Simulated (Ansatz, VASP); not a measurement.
## LaVSe2O: VASP beside Ansatz

```xyz
10
Lattice="0.0000 3.9342 0.0000 5.9291 -1.9671 0.0000 0.0286 0.0000 -8.5416" Properties=species:S:1:pos:R:3 pbc="T T T"
La    2.7541    0.0000   -6.8509
La    3.2036    1.9671   -1.6906
Se    5.3954    1.9671   -6.8380
Se    0.5622    0.0000   -1.7035
Se    1.6835    1.9671   -4.5712
Se    4.2741    0.0000   -3.9704
V     0.0000    1.9671    0.0000
V     0.0143    0.0000   -4.2708
O     1.9586    1.9671   -8.0444
O     3.9990    0.0000   -0.4971
```

Alike in both runs: task single point; functional PBE; k mesh 5 × 5 × 2; no spin polarisation.

|  | VASP | Ansatz |
| --- | --- | --- |
| version | VASP 6.6.1 | Ansatz 0.2.0 |
| potentials or method | VASP PAW PBE potentials, release 64 (La, Se, V_sv, O), cutoff 520 eV | PAW plane waves |
| occupations | fermi-dirac, width 0.1 eV | fermi-dirac |
| valence electrons in the cell | 84 | 124 |

|  | VASP | Ansatz | Ansatz less VASP |
| --- | --- | --- | --- |
| gap on the k mesh at the Fermi level (eV) | none | none | - |
| pressure (GPa) | -4.2 | -4.3 | -0.03 |
| traceless stress, the component that is largest in VASP (GPa) | 0.61 | 0.66 | +0.048 |
| rms of the force components (eV/Å) | 0.141 | 0.154 | +0.0131 |

Atom by atom the forces differ by 0.016 eV/Å (rms over components). A gap of «none» marks a metal or a gap that the smearing closes. VASP's potentials hold 84 valence electrons a cell and Ansatz's 124, so a difference there can come from the potentials and not from the codes.

The k mesh is coarse, so the values compare programs but aren't converged. Neither program's run includes spin-orbit coupling.
